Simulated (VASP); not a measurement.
AlN, 4 atoms in the cell. The structure is hexagonal, space group P6_3mc (No. 186). Conventional cell: a = 3.064 Å, b = 3.064 Å, c = 4.978 Å, α = 90.00°, β = 90.00°, γ = 120.00°. Al (site symmetry 3m) has 4 N at 1.86 to 1.92 Å within 2.5 Å. Within 2.5 Å of N (site symmetry 3m) lie 4 Al at 1.86 to 1.92 Å.  This cell differs from its parent crystal: strain -0.015 along x and y, +0.000 along z.

```yaml
Program: VASP 6.6.1
Task: single point
Functional: PBEsol
Potentials_or_basis: VASP PAW PBE potentials, release 64 (Al, N)
Cutoff: 520 eV
k_mesh: 9 × 9 × 6
Occupations: gaussian, width 0.05 eV
Spin: no spin polarisation
Dipole_correction: no
Further_INCAR_settings: ALGO = Normal; EDIFF = 1e-06; NBANDS = 16
```

Potentials or basis: VASP PAW PBE potentials, release 64 (Al, N).

Command:

```sh
$ cat potpaw_PBE.64/Al/POTCAR potpaw_PBE.64/N/POTCAR > POTCAR
$ mpirun -np 1 vasp_std > vasp.out
```

Hardware: 1 thread of Intel Xeon 8259CL (shared host).

Task: How long does it take, and how much memory?

Result: Wall time 33 s on 1 thread of Intel Xeon 8259CL, on a shared host, peak memory 0.17 GiB. Counts: scf iterations 12, k points 48.
